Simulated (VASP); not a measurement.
# Cd (I4/mmm) in VASP: notebook

The runs below take Cd through single point, with PBE.

Everything below comes from runs of VASP 6.6.1. Logs are shortened: lines on timing, memory, paths and dates and some standing lists are left out, and cuts for length are marked.

## Step 1: The cell of the first run

The structure is tetragonal, space group I4/mmm (No. 139). Conventional cell: a = 3.137 Å, b = 3.137 Å, c = 4.214 Å, α = 90.00°, β = 90.00°, γ = 90.00°. Within 4.0 Å of Cd (site symmetry 4/mmm) lie 12 Cd at 3.06 to 3.14 Å.

## Step 2: Single point, PBE (strain +0.000 along x and y, -0.050 along z)

The input, INCAR:

```
  PREC = Accurate
  ENCUT = 520
  EDIFF = 1E-6
  ISMEAR = 0
  SIGMA = 0.15
  LREAL = F
  LASPH = T
  NELM = 100
  ALGO = Normal
  ISIF = 2
  LWAVE = F
  LCHARG = F
  GGA = PE
  NBANDS = 12
```

The input, KPOINTS:

```
Automatic mesh
0
Gamma
  18 18 18
```

The input, POSCAR:

```
Cd
1.0
    0.0000000000      2.2181497500      2.1072422625
    2.2181497500      0.0000000000      2.1072422625
    2.2181497500      2.2181497500      0.0000000000
Cd
1
Direct
    0.0000000000      0.0000000000      0.0000000000
```

Potentials or basis: VASP PAW PBE potentials, release 64 (Cd).

On the command line:

```
> cat potpaw_PBE.64/Cd/POTCAR > POTCAR
> mpirun -np 1 vasp_std > vasp.out
```

OUTCAR:

```text
PREC = Accurate
   ENCUT = 520
   EDIFF = 1E-6
   ISMEAR = 0
   LREAL = F
   LASPH = T
   NELM = 100
   ISIF = 2
   GGA = PE

 ion  position               nearest neighbor table
   1  0.000  0.000  0.000-

  LATTYP: Found a body centered tetragonal cell.
 ALAT       =     3.1369374598
 C/A-ratio  =     1.3435028843

  Lattice vectors:

 A1 = (   0.0000000000,  -2.2181497500,  -2.1072422625)
 A2 = (   0.0000000000,   2.2181497500,  -2.1072422625)
 A3 = (   2.2181497500,   0.0000000000,   2.1072422625)

Analysis of symmetry for initial positions (statically):
=====================================================================
 Subroutine PRICEL returns:
 Original cell was already a primitive cell.

 Routine SETGRP: Setting up the symmetry group for a
 body centered tetragonal supercell.

 Subroutine GETGRP returns: Found 16 space group operations
 (whereof 16 operations were pure point group operations)
 out of a pool of 16 trial point group operations.

The static configuration has the point symmetry D_4h.

Analysis of symmetry for dynamics (positions and initial velocities):
=====================================================================
 Subroutine PRICEL returns:
 Original cell was already a primitive cell.

 Routine SETGRP: Setting up the symmetry group for a
 body centered tetragonal supercell.

 Subroutine GETGRP returns: Found 16 space group operations
 (whereof 16 operations were pure point group operations)
 out of a pool of 16 trial point group operations.

The dynamic configuration has the point symmetry D_4h.

 Subroutine INISYM returns: Found 16 space group operations
 (whereof 16 operations are pure point group operations),
 and found     1 'primitive' translations

----------------------------------------------------------------------------------------

                                     Primitive cell

  volume of cell :      20.7361

  direct lattice vectors                    reciprocal lattice vectors
     0.000000000  2.218149750  2.107242262    -0.225413095  0.225413095  0.237276942
     2.218149750  0.000000000  2.107242262     0.225413095 -0.225413095  0.237276942
     2.218149750  2.218149750  0.000000000     0.225413095  0.225413095 -0.237276942

  length of vectors
     3.059519287  3.059519287  3.136937460     0.397394607  0.397394607  0.397394607

  position of ions in fractional coordinates (direct lattice)
     0.000000000  0.000000000  0.000000000

  ion indices of the primitive-cell ions
   primitive index   ion index
                 1           1

----------------------------------------------------------------------------------------

 KPOINTS: Automatic mesh

Automatic generation of k-mesh.
 Grid dimensions read from file:
 generate k-points for:   18   18   18

 Generating k-lattice:

  Cartesian coordinates                     Fractional coordinates (reciprocal lattice)
    -0.012522950  0.012522950  0.013182052     0.055555556  0.000000000  0.000000000
     0.012522950 -0.012522950  0.013182052     0.000000000  0.055555556  0.000000000
     0.012522950  0.012522950 -0.013182052     0.000000000  0.000000000  0.055555556

  Length of vectors
     0.022077478  0.022077478  0.022077478

  Shift w.r.t. Gamma in fractional coordinates (k-lattice)
     0.000000000  0.000000000  0.000000000

 Subroutine IBZKPT returns following result:
 ===========================================

 Found    480 irreducible k-points:

 Following reciprocal coordinates:
            Coordinates               Weight
  0.000000  0.000000  0.000000      1.000000
  0.055556  0.000000  0.000000      8.000000
  0.111111  0.000000  0.000000      8.000000
  0.166667  0.000000  0.000000      8.000000
  0.222222  0.000000  0.000000      8.000000
  0.277778  0.000000  0.000000      8.000000
[... 16 lines left out ...]
 -0.277778  0.055556  0.000000      8.000000
 -0.222222  0.055556  0.000000      8.000000
 [... further k-points ...]
   k-points           NKPTS =    480   k-points in BZ     NKDIM =    480   number of bands    NBANDS=     12
   number of dos      NEDOS =    301   number of ions     NIONS =      1
   total plane-waves  NPLWV =  13824
   dimension x,y,z NGX =    24 NGY =   24 NGZ =   24
   dimension x,y,z NGXF=    48 NGYF=   48 NGZF=   48
   ions per type =               1
   NGX,Y,Z   is equivalent  to a cutoff of  13.04, 13.04, 12.72 a.u.
   NGXF,Y,Z  is equivalent  to a cutoff of  26.08, 26.08, 25.44 a.u.
 SYSTEM =  unknown system
   PREC   = accura    normal or accurate (medium, high low for compatibility)
   ISTART =      0    job   : 0-new  1-cont  2-samecut
   ICHARG =      2    charge: 1-file 2-atom 10-const
   ISPIN  =      1    spin polarized calculation?
   LNONCOLLINEAR =      F non collinear calculations
   LSORBIT =      F    spin-orbit coupling
   LASPH  =      T    aspherical Exc in radial PAW
   ENCUT  =  520.0 eV  38.22 Ry    6.18 a.u.   5.69  5.69  5.83*2*pi/ulx,y,z
   NELM   =    100;   NELMIN=  2; NELMDL= -5     # of ELM steps
   EDIFF  = 0.1E-05   stopping-criterion for ELM
   LREAL  =      F    real-space projection
   EDIFFG = 0.1E-04   stopping-criterion for IOM
   NSW    =      0    number of steps for IOM
   IBRION =     -1    ionic relax: 0-MD 1-quasi-New 2-CG
   NFREE  =      0    steps in history (QN), initial steepest desc. (CG)
   ISIF   =      2    stress and relaxation
   ISYM   =      2    0-nonsym 1-usesym 2-fastsym
   POTIM  = 0.5000    time-step for ionic-motion
   TEBEG  =    0.0;   TEEND  =   0.0 temperature during run
   PSTRESS=    0.0 pullay stress
   NELECT =      12.0000    total number of electrons
   NUPDOWN=      -1.0000    fix difference up-down
   EMIN   =  10.00;   EMAX   =-10.00  energy-range for DOS
   EFERMI =   0.00;   METHOD = LEGACY
   ISMEAR =     0;   SIGMA  =   0.15  broadening in eV -4-tet -1-fermi 0-gaus
   EFERMI_NEDOS =   21; number of points for ismear=-14 and -15
   IALGO  =     38    algorithm
   IMIX   =      4    mixing-type and parameters
     AMIX     =   0.40;   BMIX     =  1.00
     AMIX_MAG =   1.60;   BMIX_MAG =  1.00
  volume/ion in A,a.u.               =      20.74       139.93
  Fermi-wavevector in a.u.,A,eV,Ry     =   1.364248  2.578054 25.322774  1.861171
  Thomas-Fermi vector in A             =   2.490580
   LORBIT       =      0    0 simple, 1 ext, 2 COOP (PROOUT), +10 PAW based schemes
   GGA     = PE    functional components
   LHFCALC =     F    Hartree Fock is set to
   AEXX    =    0.0000 exact exchange contribution
   IVDW    =     0    specifies the selected vdW correction
   LEPSILON=     F    determine dielectric tensor
   LRPA    =     F    only Hartree local field effects (RPA)
 non-spin polarized calculation
 Gauss-broadening in eV      SIGMA  =   0.15
  energy-cutoff  :      520.00
  volume of cell :       20.74
 maximum number of plane-waves:       572
   NGX = 11   NGY = 11   NGZ = 11

 number of electron      12.0000004 magnetization

 Free energy of the ion-electron system (eV)
  ---------------------------------------------------
  ext. energy  EPLUGINS =         0.00000000
  ---------------------------------------------------
  free energy    TOTEN  =        -0.70278369 eV

  energy without entropy =       -0.69912112  energy(sigma->0) =       -0.70095241

 E-fermi :   3.2112     XC(G=0): -11.2611

 val. band max:        3.1957414492   @ k =  -0.4444  -0.0000   0.2222
 cond. band min:       3.2156720990   @ k =  -0.3889   0.1667   0.0556
 fundamental gap:      0.0199306498
 Fermi energy:         3.2112341785

 k-point     1 :       0.0000    0.0000    0.0000
  band No.  band energies     occupation
      1      -6.1199      2.00000
      2      -6.1199      2.00000
      3      -5.9579      2.00000
      4      -5.9442      2.00000
      5      -5.6432      2.00000
      6      -5.4803      2.00000
      7      17.3357      0.00000
      8      18.7047      0.00000
      9      18.7047      0.00000
     10      18.7249      0.00000
     11      22.0379      0.00000
     12      22.2486      0.00000

 k-point     2 :       0.0556    0.0000    0.0000
  band No.  band energies     occupation
      1      -6.1219      2.00000
      2      -6.1050      2.00000
      3      -5.9430      2.00000
      4      -5.8687      2.00000
      5      -5.6447      2.00000
      6      -5.4862      2.00000
      7      16.9703      0.00000
      8      17.9020      0.00000
      9      18.5583      0.00000
     10      18.6066      0.00000
     11      22.2977      0.00000
     12      22.4559      0.00000

 k-point     3 :       0.1111    0.0000    0.0000
  band No.  band energies     occupation
      1      -6.1503      2.00000
      2      -6.0677      2.00000
      3      -5.9269      2.00000
      4      -5.6424      2.00000
      5      -5.5945      2.00000
      6      -5.4992      2.00000
      7      15.1438      0.00000
      8      17.6350      0.00000
      9      18.1978      0.00000
     10      18.3558      0.00000
     11      22.2058      0.00000
     12      22.8264      0.00000
[... 286 lines left out ...]
 k-point    23 :      -0.2778    0.0556    0.0000
  band No.  band energies     occupation
      1      -6.4107      2.00000
      2      -6.0285      2.00000
      3      -5.9032      2.00000
      4      -5.4659      2.00000
      5      -5.3823      2.00000
      6      -3.3044      2.00000
      7       8.1710      0.00000
      8      15.7205      0.00000
      9      17.1603      0.00000
     10      17.4778      0.00000
     11      20.1262      0.00000
     12      20.6323      0.00000

 k-point    24 :      -0.2222    0.0556    0.0000
  band No.  band energies     occupation
      1      -6.3182      2.00000
      2      -6.0008      2.00000
      3      -5.8817      2.00000
      4      -5.5856      2.00000
      5      -5.4553      2.00000
      6      -4.1661      2.00000
      7      10.2443      0.00000
      8      15.8328      0.00000
      9      17.7226      0.00000
     10      18.2392      0.00000
     11      20.5394      0.00000
     12      20.5549      0.00000

 [... further k-points ...]

------------------------ aborting loop because EDIFF is reached ----------------------------------------

  FORCE on cell =-STRESS in cart. coord.  units (eV):
  Direction    XX          YY          ZZ          XY          YZ          ZX
  --------------------------------------------------------------------------------------
  -------------------------------------------------------------------------------------
  Total        0.6792430      0.6792430      0.8947022      0.0000000      0.0000000     -0.0000000
  in kB       52.4818983     52.4818983     69.1294197      0.0000000      0.0000000     -0.0000000
  external PRESSURE =      58.0310721 kB  Pullay stress =       0.0000000 kB

 VOLUME and BASIS-vectors are now :
 -----------------------------------------------------------------------------
  energy-cutoff  :      520.00
  volume of cell :       20.74
      direct lattice vectors                 reciprocal lattice vectors
     0.000000000  2.218149750  2.107242262    -0.225413095  0.225413095  0.237276942
     2.218149750  0.000000000  2.107242262     0.225413095 -0.225413095  0.237276942
     2.218149750  2.218149750  0.000000000     0.225413095  0.225413095 -0.237276942

 POSITION                                       TOTAL-FORCE (eV/Angst)
 -----------------------------------------------------------------------------------
      0.00000      0.00000      0.00000        -0.000000      0.000000      0.000000
 -----------------------------------------------------------------------------------
    total drift:                               -0.000000     -0.000000      0.000000

  FREE ENERGIE OF THE ION-ELECTRON SYSTEM (eV)
  ---------------------------------------------------
  free  energy   TOTEN  =        -0.7027836945 eV

  energy  without entropy=       -0.6991211233  energy(sigma->0) =       -0.70095241
```

Run time: 95 s. Hardware: 1 thread of Intel Xeon Platinum 8259CL at 2.50GHz (Skylake/Cascade Lake), shared host; peak memory 0.23 GiB.

What came out:

```yaml
Free_energy: -0.7028 eV
Pressure: 5.8 GPa
Band_gap_on_the_k_mesh: zero (band 6 reaches 5.18 eV, above the bottom of band 7 at 2.00 eV)
```

Levels at points of the mesh, in eV from the Fermi level:
| k point | band 3 | band 4 | band 5 | band 6 | band 7 | band 8 | band 9 | band 10 |
| --- | --- | --- | --- | --- | --- | --- | --- | --- |
| (0.00, 0.00, 0.00) | -9.17 | -9.16 | -8.85 | -8.69 | 14.12 | 15.49 | 15.49 | 15.51 |
| (0.50, 0.00, 0.00) | -9.19 | -8.39 | -8.32 | -2.52 | -1.22 | 12.45 | 12.65 | 14.22 |
| (0.50, 0.50, 0.00) | -8.38 | -8.24 | -8.24 | -0.43 | 2.36 | 6.42 | 6.42 | 10.92 |
| (0.50, 0.00, 0.50) | -8.38 | -8.31 | -8.20 | -1.16 | 1.23 | 7.21 | 7.37 | 11.71 |

Caveat: the cell differs from its parent crystal (strain +0.000 along x and y, -0.050 along z).

## Step 3: Single point, PBE (strain +0.050 along x and y, -0.050 along z)

The input, INCAR:

```
SYSTEM = Cd
ALGO     = Fast           ! electronic algorithm
EDIFF    = 1E-7           ! SCF threshold, eV
ENCUT    = 520            ! plane-wave cutoff, eV
GGA      = PE             ! functional
ISIF     = 2              ! what is computed and relaxed
ISMEAR   = 0              ! smearing method
LASPH    = .TRUE.         ! aspherical terms in the spheres
LCHARG   = .TRUE.         ! write CHGCAR
LELF     = .TRUE.         ! ELF
LREAL    = .FALSE.        ! projectors in reciprocal space
LVHAR    = .TRUE.       
LWAVE    = .FALSE.        ! write WAVECAR
NBANDS   = 12             ! bands
NELM     = 80             ! most SCF steps
PREC     = Accurate       ! precision mode
SIGMA    = 0.15           ! smearing width, eV
```

The input, KPOINTS:

```
k-points
0
G
  18 18 18
  0 0 0
```

The input, POSCAR:

```
Cd
1.0
    0.0000000000      2.3290572375      2.1072422625
    2.3290572375      0.0000000000      2.1072422625
    2.3290572375      2.3290572375      0.0000000000
Cd
1
Direct
    0.0000000000      0.0000000000      0.0000000000
```

Potentials or basis: VASP PAW PBE potentials, release 64 (Cd).

On the command line:

```
> cat potpaw_PBE.64/Cd/POTCAR > POTCAR
> mpirun -np 1 vasp_std > vasp.out
```

It took 1.7 min on 1 thread of Intel Xeon Platinum 8259CL at 2.50GHz (Skylake/Cascade Lake), shared host; peak memory 0.24 GiB.

Results (log left out):

| Item | Value |
| --- | --- |
| Free energy | -0.7312 eV |
| Pressure | 0.4 GPa |
| Band gap on the k mesh | zero (band 6 reaches 4.43 eV, above the bottom of band 7 at 1.16 eV) |

Stress tensor (GPa, compression positive):
```
-0.28  0.00  0.00
 0.00 -0.28  0.00
 0.00  0.00  1.79
```

Levels at points of the mesh, in eV from the Fermi level:
```tsv
k point	band 4	band 5	band 6	band 7	band 8	band 9
(0.00, 0.00, 0.00)	-8.78	-8.53	-8.48	13.83	14.49	14.58
(0.50, 0.00, 0.00)	-8.37	-8.24	-2.15	-1.39	11.07	11.67
(0.50, 0.50, 0.00)	-8.21	-8.21	0.22	2.58	5.60	5.60
(0.50, 0.00, 0.50)	-8.32	-8.15	-1.12	0.52	7.04	7.37
```

Caveat: the cell differs from its parent crystal (strain +0.050 along x and y, -0.050 along z).
